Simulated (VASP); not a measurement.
Here is a VASP 6.6.1 calculation.

The input INCAR:

```
PREC = Accurate
ENCUT = 520
EDIFF = 1E-7
ISMEAR = 0
SIGMA = 0.15
LREAL = F
LASPH = T
NELM = 80
ALGO = Normal
ISIF = 2
LWAVE = F
LCHARG = F
GGA = PE
NBANDS = 18
```

Contents of KPOINTS:

```
regular mesh
0
Gamma
  22 22 22
```

POSCAR

```
Si2W
1.0
   -1.7043722078      1.7043722078      3.5295196142
    1.7043722078     -1.7043722078      3.5295196142
    1.7043722078      1.7043722078     -3.5295196142
Si W
2 1
Direct
    0.3345744059      0.3345744059      0.0000000000
    0.6654255941      0.6654255941      0.0000000000
    0.0000000000      0.0000000000      0.0000000000
```

Potentials or basis: VASP PAW PBE potentials, release 64 (Si, W_sv).

The run is started by

```bash
$ cat potpaw_PBE.64/Si/POTCAR potpaw_PBE.64/W_sv/POTCAR > POTCAR
$ mpirun -np 1 vasp_std > vasp.out
```

Problem. What does it give for the largest force?

Solution. 0.421 eV/Å.

Problem. Estimate the band gap on the k mesh.

Solution. Zero (bands 11 and 12 overlap by 0.40 eV).

Forces on the atoms (eV/Å):
```
Si   0.000  0.000  0.421
Si   0.000  0.000 -0.421
W    0.000  0.000  0.000
```

Caveat: spin-orbit coupling is left out, which moves the levels of the heavy elements.
